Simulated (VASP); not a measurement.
# BN (P6_3/mmc) in VASP: a series of runs, part 2 of 2

VASP 6.6.1.

## 4. Dielectric tensor, r2SCAN

Contents of INCAR:

```
SYSTEM = BN
PREC = Accurate
ENCUT = 520
EDIFF = 1E-8
ISMEAR = 0
SIGMA = 0.01
LREAL = .FALSE.
LASPH = .TRUE.
NELM = 80
ALGO = Normal
ISIF = 2
LWAVE = .FALSE.
LCHARG = .FALSE.
METAGGA = R2SCAN
LMIXTAU = .TRUE.
LCALCEPS = .TRUE.
```

Contents of KPOINTS:

```
Automatic mesh
0
G
  9 9 6
  0 0 0
```

Contents of POSCAR:

```
BN
1.0
    2.4913353474      0.0000000000      0.0000000000
   -1.2456676737      2.1575597002      0.0000000000
    0.0000000000      0.0000000000      4.0010591824
B N
2 2
Direct
    0.0000000000      0.0000000000      0.0000000000
    0.0000000000      0.0000000000      0.5000000000
    0.3333333333      0.6666666667      0.2500000000
    0.6666666667      0.3333333333      0.7500000000
```

Potentials or basis: VASP PAW PBE potentials, release 64 (B, N).

Command:

```console
$ cat potpaw_PBE.64/B/POTCAR potpaw_PBE.64/N/POTCAR > POTCAR
$ mpirun -np 1 vasp_std > vasp.out
```

OUTCAR:

```text
SYSTEM = BN
   PREC = Accurate
   ENCUT = 520
   EDIFF = 1E-8
   ISMEAR = 0
   LREAL = .FALSE.
   LASPH = .TRUE.
   NELM = 80
   ISIF = 2
   METAGGA = R2SCAN

 ion  position               nearest neighbor table
   1  0.000  0.000  0.000-   3 1.75   4 1.75   4 1.75   3 1.75   4 1.75   3 1.75   2 2.00   2 2.00

   2  0.000  0.000  0.500-   3 1.75   4 1.75   4 1.75   3 1.75   4 1.75   3 1.75   1 2.00   1 2.00

   3  0.333  0.667  0.250-   1 1.75   2 1.75   1 1.75   2 1.75   1 1.75   2 1.75
   4  0.667  0.333  0.750-   1 1.75   2 1.75   1 1.75   2 1.75   1 1.75   2 1.75

  LATTYP: Found a hexagonal cell.
 ALAT       =     2.4913353474
 C/A-ratio  =     1.6059898105

  Lattice vectors:

 A1 = (   2.4913353474,   0.0000000000,   0.0000000000)
 A2 = (  -1.2456676737,   2.1575597002,   0.0000000000)
 A3 = (   0.0000000000,   0.0000000000,   4.0010591824)

Analysis of symmetry for initial positions (statically):
=====================================================================
 Subroutine PRICEL returns:
 Original cell was already a primitive cell.

 Routine SETGRP: Setting up the symmetry group for a
 hexagonal supercell.

 Subroutine GETGRP returns: Found 24 space group operations
 (whereof 12 operations were pure point group operations)
 out of a pool of 24 trial point group operations.

The static configuration has the point symmetry D_3d.
 The point group associated with its full space group is D_6h.

Analysis of symmetry for dynamics (positions and initial velocities):
=====================================================================
 Subroutine PRICEL returns:
 Original cell was already a primitive cell.

 Routine SETGRP: Setting up the symmetry group for a
 hexagonal supercell.

 Subroutine GETGRP returns: Found 24 space group operations
[... 535 lines left out ...]
 Total electronic dipole moment: p[elc]=(     0.00000     0.00000     0.00901 ) |e| Angst

 MACROSCOPIC STATIC DIELECTRIC TENSOR (including local field effects)
 ------------------------------------------------------
           7.662797     0.000000    -0.000000
           0.000000     7.662797     0.000000
          -0.000000     0.000000     8.579812
 ------------------------------------------------------

 PIEZOELECTRIC TENSOR (including local field effects) (e Angst)
          XX          YY          ZZ          XY          YZ          ZX
  --------------------------------------------------------------------------------
  x     0.00000     0.00000     0.00000     0.00000     0.00000     0.00000
  y     0.00000     0.00000     0.00000     0.00000     0.00000     0.00000
  z     0.00000     0.00000     0.00000     0.00000     0.00000     0.00000

 PIEZOELECTRIC TENSOR (including local field effects) (C/m^2)
          XX          YY          ZZ          XY          YZ          ZX
  --------------------------------------------------------------------------------
  x     0.00000     0.00000     0.00000     0.00000     0.00000     0.00000
  y     0.00000     0.00000     0.00000     0.00000     0.00000     0.00000
  z     0.00000     0.00000     0.00000     0.00000     0.00000     0.00000

 BORN EFFECTIVE CHARGES (including local field effects) (in |e|, cummulative output)
 ---------------------------------------------------------------------------------
 ion    1
    1     3.41830     0.00000     0.00000
    2     0.00000     3.41830    -0.00000
    3    -0.00000     0.00000     3.99045
 ion    2
    1     3.41830     0.00000    -0.00000
    2     0.00000     3.41830     0.00000
    3     0.00000     0.00000     3.99045
 ion    3
    1    -3.41830     0.00000     0.00000
    2     0.00000    -3.41830     0.00000
    3    -0.00000     0.00000    -3.99045
 ion    4
    1    -3.41830     0.00000     0.00000
    2     0.00000    -3.41830     0.00000
    3     0.00000     0.00000    -3.99045

  FORCE on cell =-STRESS in cart. coord.  units (eV):
  Direction    XX          YY          ZZ          XY          YZ          ZX
  --------------------------------------------------------------------------------------
  -------------------------------------------------------------------------------------
  Total        0.0537313      0.0537313      0.0319132     -0.0000000     -0.0000000      0.0000000
  in kB        4.0028338      4.0028338      2.3774471     -0.0000000     -0.0000000      0.0000000
  external PRESSURE =       3.4610383 kB  Pullay stress =       0.0000000 kB

 VOLUME and BASIS-vectors are now :
 -----------------------------------------------------------------------------
  energy-cutoff  :      520.00
  volume of cell :       21.51
      direct lattice vectors                 reciprocal lattice vectors
     2.491335347  0.000000000  0.000000000     0.401391166  0.231743298  0.000000000
    -1.245667674  2.157559700  0.000000000     0.000000000  0.463486595  0.000000000
     0.000000000  0.000000000  4.001059182     0.000000000  0.000000000  0.249933819

 POSITION                                       TOTAL-FORCE (eV/Angst)
 -----------------------------------------------------------------------------------
      0.00000      0.00000      0.00000        -0.000000      0.000000      0.000000
      0.00000      0.00000      2.00053        -0.000000      0.000000      0.000000
     -0.00000      1.43837      1.00026        -0.000000      0.000000      0.000000
      1.24567      0.71919      3.00079         0.000000      0.000000     -0.000000
 -----------------------------------------------------------------------------------
    total drift:                                0.000000     -0.000000      0.000000

  FREE ENERGIE OF THE ION-ELECTRON SYSTEM (eV)
  ---------------------------------------------------
  free  energy   TOTEN  =       -30.8370858647 eV

  energy  without entropy=      -30.8370858647  energy(sigma->0) =      -30.83708586
```

OSZICAR:

```text
N       E                     dE             d eps       ncg     rms          rms(c)
DAV:   1     0.484342726576E+02    0.48434E+02   -0.93558E+03  1152   0.138E+03
DAV:   2    -0.345155036506E+02   -0.82950E+02   -0.74392E+02  1680   0.275E+02
DAV:   3    -0.371648974542E+02   -0.26494E+01   -0.26280E+01  1500   0.485E+01
[... 13 lines left out ...]
DMP:   9    -0.308370857038E+02   -0.24547E-06   -0.13312E-06  1200   0.129E-06   0.393E-06
DMP:  10    -0.308370857999E+02   -0.96113E-07   -0.56407E-07  1200   0.650E-07   0.146E-06
DMP:  11    -0.308370858399E+02   -0.40047E-07   -0.24976E-07  1200   0.322E-07   0.582E-07
DMP:  12    -0.308370858572E+02   -0.17261E-07   -0.11153E-07  1200   0.159E-07   0.231E-07
DMP:  13    -0.308370858647E+02   -0.75269E-08   -0.55244E-08  1200   0.883E-08   0.959E-08
   1 F= -.30837086E+02 E0= -.30837086E+02  d E =-.431561E-29
```

stdout:

```text
POSCAR found type information on POSCAR B N
 POSCAR found :  2 types and       4 ions
 scaLAPACK will be used
 -----------------------------------------------------------------------------
|                                                                             |
[... 112 lines left out ...]
dp_tot=(  0.277E-06  0.792E-02  0.727E-11 )  diag[e(oo)]=(    ---    7.66251    ---   )
 -----------------------------------------------------------------------------
|                                                                             |
|           W    W    AA    RRRRR   N    N  II  N    N   GGGG   !!!           |
|           W    W   A  A   R    R  NN   N  II  NN   N  G    G  !!!           |
|
```

Run time: 25 min. Hardware: 1 thread of Intel Xeon Platinum 8488C (Sapphire Rapids), shared host; peak memory 0.29 GiB.

Results:

```yaml
Band_gap_on_the_k_mesh: 1.85 eV (least direct gap 5.67 eV)
Electronic_dielectric_tensor_diagonal: 7.66, 7.66, 8.58
Born_charges_mean_of_the_diagonal: B +3.61; N -3.61 e
```

Levels at points of the mesh, in eV from the valence-band top:
```csv
k point,band 5,band 6,band 7,band 8,band 9,band 10,band 11,band 12
"(0.00, 0.00, 0.00)",-1.41,-0.68,-0.68,-0.12,6.38,8.70,9.27,9.27
"(0.00, 0.00, 0.50)",-0.93,-0.93,-0.93,-0.93,7.68,7.68,8.57,8.57
```

Electronic dielectric tensor:
```
7.66 0.00 0.00
0.00 7.66 0.00
0.00 0.00 8.58
```

Born effective charge tensors (e):
atom 1, B
```
3.42 0.00 0.00
0.00 3.42 0.00
0.00 0.00 3.99
```
atom 2, B
```
3.42 0.00 0.00
0.00 3.42 0.00
0.00 0.00 3.99
```
atom 3, N
```
-3.42  0.00  0.00
 0.00 -3.42  0.00
 0.00  0.00 -3.99
```
atom 4, N
```
-3.42  0.00  0.00
 0.00 -3.42  0.00
 0.00  0.00 -3.99
```

Dipole moments of the cell (e·Å, modulo the quantum): ionic 0.000, 0.000, -6.002; electronic 0.000, 0.000, 0.009

Caveat: the PAW data sets were made with another functional, which shifts forces and pressure a little; an odd mesh through Γ misses points on the zone boundary, where band edges can lie.

## 5. Overview

| task | level | cell | gap on the mesh (eV) |
| --- | --- | --- | --- |
| dielectric tensor | PBE | a = 2.491, b = 2.491, c = 4.001 Å, angles 90.0, 90.0, 120.0°, 4 atoms | 1.61 |
| vibrations by perturbation theory | PBEsol | a = 2.483, b = 2.483, c = 4.004 Å, angles 90.0, 90.0, 120.0°, 4 atoms | - |
| dielectric tensor | r2SCAN | a = 2.491, b = 2.491, c = 4.001 Å, angles 90.0, 90.0, 120.0°, 4 atoms | 1.85 |

Alike in all rows: potentials or basis VASP PAW PBE potentials, release 64 (B, N); no spin polarisation; k mesh 9 × 9 × 6; cutoff (eV) 520; smearing gaussian 0.01 eV.

Caveats: an odd mesh through Γ misses points on the zone boundary, where band edges can lie (at least some runs); the PAW data sets were made with another functional, which shifts forces and pressure a little (at least some runs); some modes are imaginary (at least some runs).

Total energies depend on the potentials used, so only differences within one code and one set of settings carry meaning.
